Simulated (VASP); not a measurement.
Input of a VASP 6.6.1 run:

File INCAR:

```
PREC     = Accurate       # precision mode
ENCUT    = 520            # plane-wave cutoff, eV
EDIFF    = 1E-6           # SCF threshold, eV
ISMEAR   = -1             # smearing method
SIGMA    = 0.02           # smearing width, eV
LREAL    = F              # projectors in reciprocal space
LASPH    = T              # aspherical terms in the spheres
NELM     = 80             # most SCF steps
ALGO     = Normal         # electronic algorithm
ISIF     = 2              # what is computed and relaxed
LWAVE    = F              # write WAVECAR
LCHARG   = F              # write CHGCAR
GGA      = PE             # functional
IBRION   = 2              # ionic algorithm
NSW      = 80             # ionic steps
EDIFFG   = -0.02          # ionic threshold
```

KPOINTS

```
regular mesh
0
Gamma
  4 4 4
```

File POSCAR:

```
CO2
1.0
    5.6240000000      0.0000000000      0.0000000000
    0.0000000000      5.6240000000      0.0000000000
    0.0000000000      0.0000000000      5.6240000000
C O
4 8
Direct
    0.0000000000      0.0000000000      0.0000000000
    0.5000000000      0.0000000000      0.5000000000
    0.5000000000      0.5000000000      0.0000000000
    0.0000000000      0.5000000000      0.5000000000
    0.1185000000      0.1185000000      0.1185000000
    0.3815000000      0.8815000000      0.6185000000
    0.6185000000      0.3815000000      0.8815000000
    0.8815000000      0.6185000000      0.3815000000
    0.8815000000      0.8815000000      0.8815000000
    0.6185000000      0.1185000000      0.3815000000
    0.3815000000      0.6185000000      0.1185000000
    0.1185000000      0.3815000000      0.6185000000
```

Potentials or basis: VASP PAW PBE potentials, release 64 (C, O).

Launch:

```console
$ cat potpaw_PBE.64/C/POTCAR potpaw_PBE.64/O/POTCAR > POTCAR
$ mpirun -np 1 vasp_std > vasp.out
```

**Question.** Predict the energy gained by relaxing.

**Answer.** 14.7 meV/atom.

**Question.** What does it give for the band gap on the k mesh?

**Answer.** 6.71 eV.

Final structure:
```
CELL_PARAMETERS angstrom
5.62400 0.00000 0.00000
0.00000 5.62400 0.00000
0.00000 0.00000 5.62400
ATOMIC_POSITIONS crystal
C 0.00000 0.00000 0.00000
C 0.50000 0.00000 0.50000
C 0.50000 0.50000 0.00000
C 0.00000 0.50000 0.50000
O 0.12056 0.12056 0.12056
O 0.37944 0.87944 0.62056
O 0.62056 0.37944 0.87944
O 0.87944 0.62056 0.37944
O 0.87944 0.87944 0.87944
O 0.62056 0.12056 0.37944
O 0.37944 0.62056 0.12056
O 0.12056 0.37944 0.62056
```

 A k mesh can miss the band edges.
